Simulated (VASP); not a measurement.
## Cu: single point with PBEsol

Cu:

```xyz
6
Lattice="-1.4428 -1.4428 -1.3761 -1.4428 -1.4428 1.3761 -9.8592 7.4543 0.0000" Properties=species:S:1:pos:R:3 pbc="T T T"
Cu   -2.1640   -0.7215    0.0000
Cu   -7.9352    7.9352    0.0000
Cu   -5.0496    2.1640    0.0000
Cu   -2.1640    2.1640    0.0000
Cu   -7.9352    5.0496    0.0000
Cu   -5.0496    5.0496    0.0000
```

- Program: VASP 6.6.1
- Task: single point
- Functional: PBEsol
- Potentials or basis: VASP PAW PBE potentials, release 64 (Cu)
- Cutoff: 520 eV
- k mesh: 20 × 20 × 4
- Occupations: gaussian, width 0.15 eV
- Spin: no spin polarisation

```json
{
 "Pressure": "3.4 GPa",
 "Largest force": "2.819 eV/Å",
 "Band gap on the k mesh": "zero (bands 33 and 34 overlap by 5.74 eV)"
}
```

Forces on the atoms (eV/Å):
```
Cu  -1.461  2.411  0.000
Cu   1.461 -2.411  0.000
Cu   0.000  0.000  0.000
Cu  -0.046  0.043  0.000
Cu   0.046 -0.043  0.000
Cu   0.000  0.000  0.000
```

Stress tensor (GPa, compression positive):
```
 3.29 -6.82  0.00
-6.82  9.75  0.00
 0.00  0.00 -2.74
```

Levels at points of the mesh, in eV from the Fermi level:
```
           k point  band 30  band 31  band 32  band 33  band 34  band 35  band 36  band 37
(0.00, 0.00, 0.00)    -2.06    -2.04    -2.03    -1.75    -1.52    -1.51    -0.91     4.25
(0.50, 0.00, 0.00)    -1.51    -0.65    -0.17     0.02     0.27     0.36     1.84     3.06
(0.50, 0.50, 0.00)    -1.37    -0.10     0.03     2.79     3.06     4.23     4.31     4.97
(0.00, 0.00, 0.50)    -2.03    -1.91    -1.86    -1.86    -1.78    -1.72    -1.38     5.85
(0.50, 0.00, 0.50)    -1.43    -0.75    -0.23     0.06     0.29     0.35     1.84     3.03
(0.50, 0.50, 0.50)    -1.38    -0.80     1.27     1.41     4.02     4.27     4.47     4.89
```

It took 13 min on 1 thread of Oxide Virtual Turin-like Processor, with other jobs on the host, peak memory 0.8 GiB.

Caveat: the cell stands under pressure; the PAW data sets were made with another functional, which shifts forces and pressure a little.
